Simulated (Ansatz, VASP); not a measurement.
## One calculation of Zr3C2, two programs

The input INCAR:

```
  ALGO = Normal
  EDIFF = 1E-7
  EDIFFG = -0.04
  ENCUT = 600
  GGA = PE
  IBRION = 2
  ISIF = 3
  ISMEAR = 0
  LASPH = T
  LCHARG = F
  LREAL = F
  LWAVE = F
  NELM = 80
  NSW = 90
  PREC = Accurate
  SIGMA = 0.1
```

Contents of KPOINTS:

```
k-points
0
Gamma
  6 6 4
```

POSCAR

```
Zr3C2
1.0
    2.2741938400     -2.8723654900      0.0000000000
    2.2741938400      2.8723654900      0.0000000000
    0.0000000000      0.0000000000      4.9093285500
Zr C
3 2
Direct
    0.7467016600      0.7467016600      0.5000000000
    0.2532983400      0.2532983400      0.5000000000
    0.5000000000      0.5000000000      0.0000000000
    0.0000000000      0.5000000000      0.5000000000
    0.5000000000      0.0000000000      0.5000000000
```

Input for Ansatz:

```yaml
crystal:
  lattice:
    - [2.27419384, -2.87236549, 0.0]
    - [2.27419384, 2.87236549, 0.0]
    - [0.0, 0.0, 4.90932855]
  atoms:
    - { symbol: Zr, position: [0.74670166, 0.74670166, 0.5] }
    - { symbol: Zr, position: [0.25329834, 0.25329834, 0.5] }
    - { symbol: Zr, position: [0.5, 0.5, 0.0] }
    - { symbol: C, position: [0.0, 0.5, 0.5] }
    - { symbol: C, position: [0.5, 0.0, 0.5] }
basis:
  ecutwfc: 420
kpoints:
  mp_grid: { grid: [6, 6, 4] }
hamiltonian:
  xc: pbe
scf:
  occupations: { method: gaussian, width: 0.1 }
  lower_state_search: "off"
output:
  forces: true
  stress: true
  eigenvalues: true
relax:
  adjacent_minimum: "off"
  f_tol: 0.04
  max_steps: 70
  cell: { stress_tol: 0.4 }
```

Alike in both runs: task relaxation of cell and atoms; functional PBE; k mesh 6 × 6 × 4; occupations gaussian, width 0.1 eV; no spin polarisation.

|  | VASP | Ansatz |
| --- | --- | --- |
| version | VASP 6.6.1 | Ansatz 0.2.0 |
| potentials or method | VASP PAW PBE potentials, release 64 (Zr_sv, C), cutoff 600 eV | scalar-relativistic, plane waves, PAW |
| valence electrons in the cell | 44 | 44 |

```csv
,VASP,Ansatz,Ansatz less VASP
"gap on the k mesh at the Fermi level, each at its own relaxed structure (eV)",none,none,-
relaxed volume (Å³/atom),19.08,19.45,+0.365
relaxed length of the cell vector where the two differ most in proportion (Å),5.596,5.887,+0.2915
```

A gap of «none» marks a metal or a gap that the smearing closes. One of these differences is far larger than is usual between the two programs; its cause wasn't traced.

Noted on VASP's run: the volume moved by over 15 % at a fixed basis, so the end points are rough.
